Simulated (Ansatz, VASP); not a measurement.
**Cs2AgBiBr6 in VASP and in Ansatz**

```
Bi Cs Ag Br
1.0
     0.00000    5.61610    5.61610
     5.61610    0.00000    5.61610
     5.61610    5.61610    0.00000
Bi Cs Ag Br
1 2 1 6
Direct
  0.00000 0.00000 0.00000
  0.75000 0.75000 0.75000
  0.25000 0.25000 0.25000
  0.50000 0.50000 0.50000
  0.74945 0.74945 0.25055
  0.25055 0.25055 0.74945
  0.74945 0.25055 0.25055
  0.74945 0.25055 0.74945
  0.25055 0.74945 0.74945
  0.25055 0.74945 0.25055
```

Alike in both runs: functional PBEsol; k mesh 4 × 4 × 4; occupations fermi-dirac, width 0.05 eV; no spin polarisation; Hubbard terms Ag d U = 8.0 eV.

```csv
,VASP,Ansatz
version,VASP 6.6.1,Ansatz 0.2.0
potentials or method,"VASP PAW PBE potentials, release 64 (Bi_d, Cs_sv, Ag, Br)",Ansatz PAW
plane-wave cutoff (eV),520,420
valence electrons in the cell,86,94
task,single point,projected density of states
```

|  | VASP | Ansatz | Ansatz less VASP |
| --- | --- | --- | --- |
| gap on the k mesh at the Fermi level (eV) | 1.75 | 1.63 | -0.126 |
| least direct gap on the mesh (eV) | 2.65 | 2.59 | -0.061 |
| pressure (GPa) | -0.1 | 0.2 | +0.34 |
| rms of the force components (eV/Å) | 0.121 | 0.057 | -0.0641 |

VASP's potentials were made for PBE, not for PBEsol. The programs project onto different local orbitals, so the same U acts differently, and such runs can settle in different states. Atom by atom the forces differ by 0.064 eV/Å (rms over components). VASP's potentials hold 86 valence electrons a cell and Ansatz's 94, so a difference there can come from the potentials and not from the codes.

Neither program's run includes spin-orbit coupling.
